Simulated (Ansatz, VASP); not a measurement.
Ti4N3O: VASP beside Ansatz

```
Ti N O
1.0
     4.29663    0.00000    0.00000
     0.00000    4.29663    0.00000
     0.00000    0.00000    4.29663
Ti N O
4 3 1
Direct
  0.00000 0.00000 0.00000
  0.50000 0.00000 0.50000
  0.00000 0.50000 0.50000
  0.50000 0.50000 0.00000
  0.00000 0.50000 0.00000
  0.50000 0.00000 0.00000
  0.00000 0.00000 0.50000
  0.50000 0.50000 0.50000
```

Alike in both runs: task single point; functional PBE; k mesh 10 × 10 × 10; occupations gaussian, width 0.1 eV; no spin polarisation.

|  | VASP | Ansatz |
| --- | --- | --- |
| version | VASP 6.6.1 | Ansatz 0.2.0 |
| potentials or method | VASP PAW PBE potentials, release 64 (Ti_sv, N, O), cutoff 520 eV | scalar-relativistic, plane waves, PAW |
| valence electrons in the cell | 69 | 69 |

Ansatz gave:

* gap on the k mesh at the Fermi level (eV): none
* pressure (GPa): -7.3

Question: What did VASP give for the same quantities?

Answer: gap on the k mesh at the Fermi level (eV): none; pressure (GPa): -6.8.

A gap of «none» marks a metal or a gap that the smearing closes.
